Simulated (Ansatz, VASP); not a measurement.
Two plane-wave programs on TiC

```xyz
2
Lattice="3.0628 0.0000 0.0000 1.5314 2.6525 0.0000 1.5314 0.8842 2.5008" Properties=species:S:1:pos:R:3 pbc="T T T"
Ti    0.0000    0.0000    0.0000
C     3.0628    1.7683    1.2504
```

Alike in both runs: task single point; functional LDA; k mesh 11 × 11 × 11; occupations fermi-dirac, width 0.05 eV; no spin polarisation.

|  | VASP | Ansatz |
| --- | --- | --- |
| version | VASP 6.6.1 | Ansatz 0.2.0 |
| potentials or method | VASP PAW LDA potentials, release 64 (Ti_sv, C) | Ansatz PAW |
| plane-wave cutoff (eV) | 520 | 420 |
| valence electrons in the cell | 16 | 16 |

```csv
,VASP,Ansatz,Ansatz less VASP
gap on the k mesh at the Fermi level (eV),none,none,-
pressure (GPa),-11.9,-12.6,-0.70
```

LDA's correlation is that of Perdew and Zunger in VASP and of Perdew and Wang (1992) in Ansatz. A gap of «none» marks a metal or a gap that the smearing closes.
